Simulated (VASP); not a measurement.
Runs of VASP 6.6.1 on HfGe. The structure is that of space group Pm-3m (No. 221), or close to it. The cells are those of the table. 

| cell | k mesh | smearing | gap on the mesh (eV) | pressure (GPa) |
| --- | --- | --- | --- | --- |
| a = 3.273 Å, 2 atoms | 12 × 12 × 12 | fermi-dirac 0.15 eV | none | 4.3 |
| a = 3.323 Å, 2 atoms | 12 × 12 × 12 | fermi-dirac 0.15 eV | none | -1.8 |
| a = 3.302 Å, 2 atoms | 6 × 6 × 6 | gaussian 0.05 eV | none | -0.2 |
| a = 3.346 Å, 2 atoms | 6 × 6 × 6 | gaussian 0.05 eV | none | (a) |

Alike in all rows: level PBEsol; potentials or basis VASP PAW PBE potentials, release 64 (Hf_pv, Ge_d); no spin polarisation.

Q: Estimate the missing entries.

A: (a) -5.0.

Caveats: the PAW data sets were made with another functional, which shifts forces and pressure a little; spin-orbit coupling is left out, which moves the levels of the heavy elements; the cell stands under pressure (at least some runs); the cell stands under tension (at least some runs).

A k mesh can miss the band edges, and the runs leave out spin-orbit coupling on Ge, Hf.

A gap of «none» marks levels without a gap at the run's occupations.
